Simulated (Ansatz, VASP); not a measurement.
# Two plane-wave programs on HfO2

```
CELL_PARAMETERS angstrom
5.15010 0.00000 0.00000
0.00000 5.18520 0.00000
-0.83085 0.00000 5.27679
ATOMIC_POSITIONS crystal
Hf 0.28000 0.04920 0.21700
Hf 0.72000 0.54920 0.28300
Hf 0.72000 0.95080 0.78300
Hf 0.28000 0.45080 0.71700
O 0.06930 0.32650 0.34290
O 0.93070 0.82650 0.15710
O 0.93070 0.67350 0.65710
O 0.06930 0.17350 0.84290
O 0.46070 0.74890 0.48880
O 0.53930 0.24890 0.01120
O 0.53930 0.25110 0.51120
O 0.46070 0.75110 0.98880
```

Alike in both runs: task single point; functional PBE; k mesh 4 × 4 × 4; occupations fermi-dirac, width 0.02 eV; no spin polarisation.

```csv
,VASP,Ansatz
version,VASP 6.6.1,Ansatz 0.2.0
potentials or method,"VASP PAW PBE potentials, release 64 (Hf_pv, O), cutoff 520 eV","PAW, plane waves, scalar-relativistic"
valence electrons in the cell,88,152
```

Ansatz gave:

```
gap on the k mesh at the Fermi level (eV)                     : 4.09
pressure (GPa)                                                : 3.0
traceless stress, the component that is largest in VASP (GPa) : -2.88
rms of the force components (eV/Å)                            : 0.714
```

Question: Which values does VASP return?

Answer: gap on the k mesh at the Fermi level (eV): 4.05; pressure (GPa): -0.1; traceless stress, the component that is largest in VASP (GPa): -2.88; rms of the force components (eV/Å): 0.703.

Atom by atom the forces differ by 0.036 eV/Å (rms over components). With one functional, cell and mesh, what is left measures potentials, basis and numerics. VASP's potentials hold 88 valence electrons a cell and Ansatz's 152, so a difference there can come from the potentials and not from the codes.

Neither program's run includes spin-orbit coupling.
